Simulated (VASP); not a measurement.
# MoS2 (C2/m) in VASP: further runs, part 2 of 2

VASP 6.6.1. Earlier steps stand in the parts before.

### 4 Single point, PBEsol

This run uses another cell than the first one, of the same volume but with other edges.

File INCAR:

```
SYSTEM = MoS2
PREC = Accurate ; ENCUT = 520
EDIFF = 1E-6 ; ISMEAR = 0
SIGMA = 0.05 ; LREAL = .FALSE.
LASPH = .TRUE. ; NELM = 60
ALGO = Normal ; ISIF = 2
LWAVE = .FALSE. ; LCHARG = .FALSE.
GGA = PS ; NBANDS = 35
```

File KPOINTS:

```
regular mesh
0
G
  10 10 2
  0 0 0
```

File POSCAR:

```
MoS2
1.0
   -3.1414322132      0.0000000000      0.0000000000
   -1.5707161066     -2.7205601009      0.0000000000
   -1.1780370800     -0.6801400252     12.5788195080
Mo S
2 4
Direct
    0.2708333333      0.2708333333      0.2500000000
    0.4791666667      0.4791666667      0.7500000000
    0.1768198728      0.1768198728      0.6260538420
    0.6351532062      0.6351532062      0.1260538420
    0.1148467938      0.1148467938      0.8739461580
    0.5731801272      0.5731801272      0.3739461580
```

Potentials or basis: VASP PAW PBE potentials, release 64 (Mo_sv, S).

Started as:

```console
cat potpaw_PBE.64/Mo_sv/POTCAR potpaw_PBE.64/S/POTCAR > POTCAR
mpirun -np 1 vasp_std > vasp.out
```

OUTCAR:

```text
SYSTEM = MoS2
   PREC = Accurate
   ENCUT = 520
   EDIFF = 1E-6
   ISMEAR = 0
   LREAL = .FALSE.
   LASPH = .TRUE.
   NELM = 60
   ISIF = 2
   GGA = PS

 ion  position               nearest neighbor table
   1  0.271  0.271  0.250-   6 2.39   4 2.39   6 2.39   4 2.39   4 2.39   6 2.39
   2  0.479  0.479  0.750-   3 2.39   5 2.39   3 2.39   5 2.39   5 2.39   3 2.39
   3  0.177  0.177  0.626-   2 2.39   2 2.39   2 2.39
   4  0.635  0.635  0.126-   1 2.39   1 2.39   1 2.39
   5  0.115  0.115  0.874-   2 2.39   2 2.39   2 2.39
   6  0.573  0.573  0.374-   1 2.39   1 2.39   1 2.39

  LATTYP: Found a base centered monoclinic cell.
 ALAT       =     5.4411202018
 B/A-ratio  =     0.5773502692
 C/A-ratio  =     2.3252852260
 COS(beta)  =    -0.1075136922

  Lattice vectors:

 A1 = (   3.1414322132,   0.0000000000,   0.0000000000)
 A2 = (   1.5707161066,   2.7205601009,   0.0000000000)
 A3 = (  -1.1780370800,  -0.6801400252,  12.5788195080)

Analysis of symmetry for initial positions (statically):
=====================================================================
 Subroutine PRICEL returns:
[... 184 lines left out ...]
 cond. band min:       8.3051926190   @ k =  -0.2000   0.2000   0.0000
 fundamental gap:      1.0285237629
 Fermi energy:         7.4848121615

 k-point     1 :       0.0000    0.0000    0.0000
  band No.  band energies     occupation
      1     -54.0184      2.00000
      2     -54.0184      2.00000
      3     -28.2308      2.00000
      4     -28.2308      2.00000
      5     -27.9669      2.00000
      6     -27.9669      2.00000
[... 901 lines left out ...]
     34      11.2715      0.00000
     35      14.1645      0.00000

 [... further k-points ...]

------------------------ aborting loop because EDIFF is reached ----------------------------------------

  FORCE on cell =-STRESS in cart. coord.  units (eV):
  Direction    XX          YY          ZZ          XY          YZ          ZX
  --------------------------------------------------------------------------------------
  -------------------------------------------------------------------------------------
  Total        0.0432100      0.0900001      0.0795874     -0.0405215     -0.0109636     -0.0189895
  in kB        0.6439745      1.3413059      1.1861203     -0.6039066     -0.1633943     -0.2830070
  external PRESSURE =       1.0571336 kB  Pullay stress =       0.0000000 kB

 VOLUME and BASIS-vectors are now :
 -----------------------------------------------------------------------------
  energy-cutoff  :      520.00
  volume of cell :      107.50
      direct lattice vectors                 reciprocal lattice vectors
    -3.141432213  0.000000000  0.000000000    -0.318326143  0.183785684 -0.019874679
    -1.570716107 -2.720560101  0.000000000     0.000000000 -0.367571369 -0.019874679
    -1.178037080 -0.680140025 12.578819508     0.000000000  0.000000000  0.079498716

 POSITION                                       TOTAL-FORCE (eV/Angst)
 -----------------------------------------------------------------------------------
     -1.57072     -0.90685      3.14470         0.002622      0.001514     -0.015033
     -3.14143     -1.81371      9.43411        -0.002622     -0.001514      0.015033
     -1.57072     -0.90685      7.87502         0.001933      0.001116     -0.006008
     -3.14143     -1.81371      1.58561        -0.005131     -0.002962      0.049905
     -1.57072     -0.90685     10.99321         0.005131      0.002962     -0.049905
     -3.14143     -1.81371      4.70380        -0.001933     -0.001116      0.006008
 -----------------------------------------------------------------------------------
    total drift:                               -0.000000     -0.000000      0.000000

  FREE ENERGIE OF THE ION-ELECTRON SYSTEM (eV)
  ---------------------------------------------------
  free  energy   TOTEN  =       -46.8870199554 eV

  energy  without entropy=      -46.8870199554  energy(sigma->0) =      -46.88701996
```

OSZICAR:

```text
N       E                     dE             d eps       ncg     rms          rms(c)
DAV:   1     0.441401106817E+03    0.44140E+03   -0.29360E+04  4788   0.141E+03
DAV:   2    -0.262389828442E+02   -0.46764E+03   -0.45159E+03  5142   0.367E+02
DAV:   3    -0.493237512178E+02   -0.23085E+02   -0.22663E+02  5386   0.744E+01
DAV:   4    -0.497685249024E+02   -0.44477E+00   -0.44340E+00  5148   0.105E+01
DAV:   5    -0.497768600912E+02   -0.83352E-02   -0.83335E-02  5170   0.146E+00    0.367E+01
DAV:   6    -0.476010440379E+02    0.21758E+01   -0.11434E+01  4770   0.217E+01    0.124E+01
DAV:   7    -0.472576716825E+02    0.34337E+00   -0.51818E+00  4663   0.139E+01    0.833E+00
DAV:   8    -0.468874973657E+02    0.37017E+00   -0.85216E-01  4710   0.620E+00    0.299E+00
DAV:   9    -0.468951084946E+02   -0.76111E-02   -0.10412E-01  5052   0.159E+00    0.133E+00
DAV:  10    -0.468871528967E+02    0.79556E-02   -0.34066E-02  4778   0.125E+00    0.390E-01
DAV:  11    -0.468871651546E+02   -0.12258E-04   -0.18248E-03  4774   0.239E-01    0.187E-01
DAV:  12    -0.468870210374E+02    0.14412E-03   -0.33241E-04  4832   0.103E-01    0.104E-01
DAV:  13    -0.468870174889E+02    0.35485E-05   -0.15019E-04  4980   0.595E-02    0.757E-03
DAV:  14    -0.468870192990E+02   -0.18101E-05   -0.10413E-05  4227   0.170E-02    0.185E-02
DAV:  15    -0.468870199554E+02   -0.65645E-06   -0.19026E-06  3936   0.739E-03
   1 F= -.46887020E+02 E0= -.46887020E+02  d E =-.420028E-11
```

It took 4.4 min on 1 thread of Intel Xeon 8259CL, shared host; peak memory 0.34 GiB.

What came out:

| Quantity | Value |
| --- | --- |
| Free energy | -46.8870 eV |
| Pressure | 0.1 GPa |
| Largest force | 0.050 eV/Å |
| Band gap on the k mesh | 1.03 eV (least direct gap 1.98 eV) |

Forces in eV/Å, atoms in the order of the input:
```
Mo   0.003  0.002 -0.015
Mo  -0.003 -0.002  0.015
S    0.002  0.001 -0.006
S   -0.005 -0.003  0.050
S    0.005  0.003 -0.050
S   -0.002 -0.001  0.006
```

Stress tensor (GPa, compression positive):
```
 0.06 -0.06 -0.03
-0.06  0.13 -0.02
-0.03 -0.02  0.12
```

Caveat: the PAW data sets were made with another functional, which shifts forces and pressure a little; this functional lacks dispersion, which binds the layers, so the pressure and a relaxed spacing across them are unreliable. A k mesh can miss the band edges.

### 5 Single point, PBEsol

This run uses another cell than the first one, of the same volume but with other edges.

File INCAR:

```
PREC = Accurate
ENCUT = 520
EDIFF = 1E-7
ISMEAR = 0
SIGMA = 0.05
LREAL = False
LASPH = True
NELM = 100
ALGO = Normal
ISIF = 2
LWAVE = False
LCHARG = False
GGA = PS
NBANDS = 35
```

File KPOINTS:

```
regular mesh
0
Gamma
  10 10 2
```

File POSCAR:

```
MoS2
1.0
   -3.1414322132      0.0000000000      0.0000000000
   -1.5707161066     -2.7205601009      0.0000000000
   -1.9635522049     -1.1336573940     12.5788195080
Mo S
2 4
Direct
    0.2291583333      0.2291583333      0.2500000000
    0.3541416667      0.3541416667      0.7500000000
    0.0724566974      0.0724566974      0.6260538420
    0.6141400307      0.6141400307      0.1260538420
   -0.0308400307     -0.0308400307      0.8739461580
    0.5108433026      0.5108433026      0.3739461580
```

Started as:

```console
cat potpaw_PBE.64/Mo_sv/POTCAR potpaw_PBE.64/S/POTCAR > POTCAR
mpirun -np 1 vasp_std > vasp.out
```

Wall time 4.1 min (1 thread of Intel Xeon 8259CL, shared host); peak memory 0.34 GiB.

It converged, with:

| Quantity | Value |
| --- | --- |
| Free energy | -46.8820 eV |
| Pressure | 0.2 GPa |
| Largest force | 0.070 eV/Å |
| Band gap on the k mesh | 1.04 eV (least direct gap 1.99 eV) |

Forces in eV/Å, atoms in the order of the input:
```
Mo   0.006  0.004 -0.013
Mo  -0.006 -0.004  0.013
S   -0.001 -0.001 -0.006
S    0.025  0.014  0.064
S   -0.025 -0.014 -0.064
S    0.001  0.001  0.006
```

Stress tensor (GPa, compression positive):
```
0.16 0.07 0.19
0.07 0.08 0.11
0.19 0.11 0.23
```

Levels at points of the mesh, in eV from the valence-band top:
| k point | band 24 | band 25 | band 26 | band 27 | band 28 | band 29 |
| --- | --- | --- | --- | --- | --- | --- |
| (0.00, 0.00, 0.00) | -1.32 | -1.16 | 0.00 | 2.25 | 2.27 | 2.30 |
| (0.50, 0.00, 0.00) | -1.49 | -1.40 | -1.12 | 1.80 | 1.81 | 2.26 |
| (0.50, 0.50, 0.00) | -1.42 | -1.29 | -1.26 | 1.79 | 1.82 | 2.29 |
| (0.00, 0.00, 0.50) | -2.05 | -0.31 | -0.29 | 2.25 | 2.27 | 2.29 |
| (0.50, 0.00, 0.50) | -1.43 | -1.34 | -1.13 | 1.79 | 1.82 | 2.21 |
| (0.50, 0.50, 0.50) | -1.49 | -1.35 | -1.24 | 1.80 | 1.81 | 2.21 |

Caveat: the PAW data sets were made with another functional, which shifts forces and pressure a little; this functional lacks dispersion, which binds the layers, so the pressure and a relaxed spacing across them are unreliable.

### 6 Summary

| cell | gap on the mesh (eV) | pressure (GPa) | largest force (eV/Å) |
| --- | --- | --- | --- |
| a = 3.141, b = 3.141, c = 13.371 Å, angles 72.9, 72.9, 60.0°, 6 atoms | 1.00 | 0.3 | 0.14 |
| a = 3.141, b = 3.141, c = 12.587 Å, angles 88.2, 88.2, 60.0°, 6 atoms | 1.03 | 0.0 | 0.02 |
| a = 3.141, b = 3.141, c = 12.652 Å, angles 84.7, 84.7, 60.0°, 6 atoms | 1.03 | 0.1 | 0.05 |
| a = 3.141, b = 3.141, c = 12.782 Å, angles 81.2, 81.2, 60.0°, 6 atoms | 1.04 | 0.2 | 0.07 |

Alike in all rows: task single point; level PBEsol; potentials or basis VASP PAW PBE potentials, release 64 (Mo_sv, S); no spin polarisation; k mesh 10 × 10 × 2; cutoff (eV) 520; smearing gaussian 0.05 eV.

Caveats: the PAW data sets were made with another functional, which shifts forces and pressure a little; this functional lacks dispersion, which binds the layers, so the pressure and a relaxed spacing across them are unreliable.

Total energies depend on the potentials used, so only differences within one code and one set of settings carry meaning.
